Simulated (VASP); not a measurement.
Wanted: the native input for a VASP 6.6.1 run.

- Task: single point
- Functional: PBE
- Potentials or basis: VASP PAW PBE potentials, release 64 (B, N)
- Cutoff: 600 eV
- k mesh: 1 × 1 × 1
- Occupations: gaussian, width 0.01 eV
- Spin: no spin polarisation
- Dipole correction: no
- Further INCAR settings: LREAL = Auto; ALGO = Normal; EDIFF = 1e-06; NBANDS = 86

The structure of BN (BN (F-43m)) lies in POSCAR:

```
BN
1.0
   -3.6241103844      3.6241103844     -3.6241103844
    3.6241103844      3.6241103844      3.6241103844
    3.6241103844     -3.6241103844     -3.6241103844
B N
16 16
Direct
    0.0000000000      0.0000000000      0.0000000000
    0.0000000000      0.2500000000      0.7500000000
    0.0000000000      0.5000000000      0.5000000000
    0.0000000000      0.7500000000      0.2500000000
    0.2500000000      0.0000000000      0.7500000000
    0.2500000000      0.2500000000      0.5000000000
    0.2500000000      0.5000000000      0.2500000000
    0.2500000000      0.7500000000      0.0000000000
    0.5000000000      0.0000000000      0.5000000000
    0.5000000000      0.2500000000      0.2500000000
    0.5000000000      0.5000000000      0.0000000000
    0.5000000000      0.7500000000      0.7500000000
    0.7500000000      0.0000000000      0.2500000000
    0.7500000000      0.2500000000      0.0000000000
    0.7500000000      0.5000000000      0.7500000000
    0.7500000000      0.7500000000      0.5000000000
    0.0000000000      0.0000000000      0.2500000000
    0.0000000000      0.2500000000      0.0000000000
    0.0000000000      0.5000000000      0.7500000000
    0.0000000000      0.7500000000      0.5000000000
    0.2500000000      0.0000000000      0.0000000000
    0.2500000000      0.2500000000      0.7500000000
    0.2500000000      0.5000000000      0.5000000000
    0.2500000000      0.7500000000      0.2500000000
    0.5000000000      0.0000000000      0.7500000000
    0.5000000000      0.2500000000      0.5000000000
    0.5000000000      0.5000000000      0.2500000000
    0.5000000000      0.7500000000      0.0000000000
    0.7500000000      0.0000000000      0.5000000000
    0.7500000000      0.2500000000      0.2500000000
    0.7500000000      0.5000000000      0.0000000000
    0.7500000000      0.7500000000      0.7500000000
```

These files were run (other wordings do the same):

INCAR

```
SYSTEM = BN
PREC     = Accurate       ! precision mode
ENCUT    = 600            ! plane-wave cutoff, eV
EDIFF    = 1E-6           ! SCF threshold, eV
ISMEAR   = 0              ! smearing method
SIGMA    = 0.01           ! smearing width, eV
LREAL    = Auto         
LASPH    = .True.         ! aspherical terms in the spheres
NELM     = 120            ! most SCF steps
ALGO     = Normal         ! electronic algorithm
ISIF     = 2              ! what is computed and relaxed
LWAVE    = .False.        ! write WAVECAR
LCHARG   = .False.        ! write CHGCAR
GGA      = PE             ! functional
NBANDS   = 86             ! bands
GGA_COMPAT= .False.
```

KPOINTS

```
regular mesh
0
Gamma
  1 1 1
  0 0 0
```

Potentials or basis: VASP PAW PBE potentials, release 64 (B, N).

The run is started by

```sh
$ cat potpaw_PBE.64/B/POTCAR potpaw_PBE.64/N/POTCAR > POTCAR
$ mpirun -np 1 vasp_gam > vasp.out
```

Results of the run:

```json
{"Pressure": "2.6 GPa", "Band gap on the k mesh": "4.40 eV"}
```

Caveat: the k points lie up to 1.23 Å⁻¹ apart.

It took 28 s on 1 thread of Intel(R) Xeon(R) Platinum 8488C (Sapphire Rapids), with other jobs on the host, peak memory 0.32 GiB.
